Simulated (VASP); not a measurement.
A run of VASP 6.6.1:

Contents of INCAR:

```
ALGO = Normal ; EDIFF = 1E-7
ENCUT = 520 ; GGA = PS
ISIF = 2 ; ISMEAR = -1
ISPIN = 2 ; LASPH = T
LCHARG = T ; LELF = T
LMAXMIX = 4 ; LORBIT = 11
LREAL = F ; LVHAR = T
LWAVE = F ; MAGMOM = 3 3
NBANDS = 23 ; NELM = 150
PREC = Accurate ; SIGMA = 0.05
```

File KPOINTS:

```
k-points
0
Gamma
  13 13 7
```

Contents of POSCAR:

```
Cr
1.0
    1.1315479221     -2.4336828554      0.0000000000
    1.1315479221      2.4336828554      0.0000000000
    0.0000000000      0.0000000000      4.0093808883
Cr
2
Direct
    0.8705325800      0.1294674200      0.7500000000
    0.1294674200      0.8705325800      0.2500000000
```

Potentials or basis: VASP PAW PBE potentials, release 64 (Cr_pv).

Command:

```console
$ cat potpaw_PBE.64/Cr_pv/POTCAR > POTCAR
$ mpirun -np 1 vasp_std > vasp.out
```

Hardware: 1 thread of Intel(R) Xeon(R) Platinum 8259CL CPU @ 2.50GHz (Skylake/Cascade Lake), with other jobs on the host.

Q: How long does it take, and how much memory?

A: It took 2.9 min on 1 thread of Intel(R) Xeon(R) Platinum 8259CL CPU @ 2.50GHz (Skylake/Cascade Lake) (shared host), peak memory 0.24 GiB. Counts: scf iterations 17, k points 196.
